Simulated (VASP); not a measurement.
Here is a VASP 6.6.1 calculation.

The input INCAR:

```
SYSTEM = HfO2
ALGO     = Normal         ! electronic algorithm
EDIFF    = 1E-7           ! SCF threshold, eV
EDIFFG   = -0.01          ! ionic threshold
ENCUT    = 600            ! plane-wave cutoff, eV
GGA      = PE             ! functional
IBRION   = 2              ! ionic algorithm
ISIF     = 3              ! what is computed and relaxed
ISMEAR   = 0              ! smearing method
LASPH    = .True.         ! aspherical terms in the spheres
LCHARG   = .False.        ! write CHGCAR
LREAL    = .False.        ! projectors in reciprocal space
LWAVE    = .False.        ! write WAVECAR
NELM     = 80             ! most SCF steps
NSW      = 100            ! ionic steps
PREC     = Accurate       ! precision mode
SIGMA    = 0.1            ! smearing width, eV
```

KPOINTS

```
k-points
0
Gamma
  12 12 18
  0 0 0
```

File POSCAR:

```
HfO2
1.0
    3.6022813595      0.0000000000      0.0000000000
   -1.8011406798      3.1196671689      0.0000000000
    0.0000000000      0.0000000000      2.7038890089
Hf O
1 2
Direct
    0.0000000000      0.0000000000      0.0000000000
    0.3333333333      0.6666666667      0.5000000000
    0.6666666667      0.3333333333      0.5000000000
```

Potentials or basis: VASP PAW PBE potentials, release 64 (Hf_pv, O).

Launch:

```sh
$ cat potpaw_PBE.64/Hf_pv/POTCAR potpaw_PBE.64/O/POTCAR > POTCAR
$ mpirun -np 1 vasp_std > vasp.out
```

Question: Estimate the relaxed volume.

Answer: 9.97 Å³/atom.

Question: Predict the band gap on the k mesh.

Answer: Zero (bands 11 and 12 overlap by 1.79 eV).

Stress tensor (GPa, compression positive):
```
-0.11  0.00  0.00
 0.00 -0.11  0.00
 0.00  0.00  0.02
```

Caveat: spin-orbit coupling is left out, which moves the levels of the heavy elements.
